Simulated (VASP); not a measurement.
A run of VASP 6.6.1:

The input INCAR:

```
SYSTEM = Al2Cu
PREC     = Accurate       ! precision mode
ENCUT    = 520            ! plane-wave cutoff, eV
EDIFF    = 1E-6           ! SCF threshold, eV
ISMEAR   = 0              ! smearing method
SIGMA    = 0.1            ! smearing width, eV
LREAL    = .FALSE.        ! projectors in reciprocal space
LASPH    = .TRUE.         ! aspherical terms in the spheres
NELM     = 60             ! most SCF steps
ALGO     = Fast           ! electronic algorithm
ISIF     = 2              ! what is computed and relaxed
LWAVE    = .FALSE.        ! write WAVECAR
LCHARG   = .FALSE.        ! write CHGCAR
GGA      = PS             ! functional
NBANDS   = 46             ! bands
```

File KPOINTS:

```
regular mesh
0
G
  6 6 8
  0 0 0
```

The input POSCAR:

```
Al2Cu
1.0
    6.0372926624      0.0000000000      0.0000000000
    0.0000000000      6.0372926624      0.0000000000
    0.0000000000      0.0000000000      4.6838405169
Al Cu
8 4
Direct
    0.1577983003      0.3422016997      0.0000000000
    0.1577983003      0.6577983003      0.5000000000
    0.8422016997      0.3422016997      0.5000000000
    0.8422016997      0.6577983003      0.0000000000
    0.6577983003      0.8422016997      0.5000000000
    0.6577983003      0.1577983003      0.0000000000
    0.3422016997      0.8422016997      0.0000000000
    0.3422016997      0.1577983003      0.5000000000
    0.0000000000      0.0000000000      0.7500000000
    0.0000000000      0.0000000000      0.2500000000
    0.5000000000      0.5000000000      0.2500000000
    0.5000000000      0.5000000000      0.7500000000
```

Potentials or basis: VASP PAW PBE potentials, release 64 (Al, Cu).

The run is started by

```sh
$ cat potpaw_PBE.64/Al/POTCAR potpaw_PBE.64/Cu/POTCAR > POTCAR
$ mpirun -np 1 vasp_std > vasp.out
```

Hardware: 1 thread of Intel(R) Xeon(R) 6975P-C (Granite Rapids) (shared host).

Problem. How long does it take, and how much memory?

Solution. Wall time 9.3 min on 1 thread of Intel(R) Xeon(R) 6975P-C (Granite Rapids) (shared host), peak memory 0.45 GiB. Counts: scf iterations 19, k points 50.
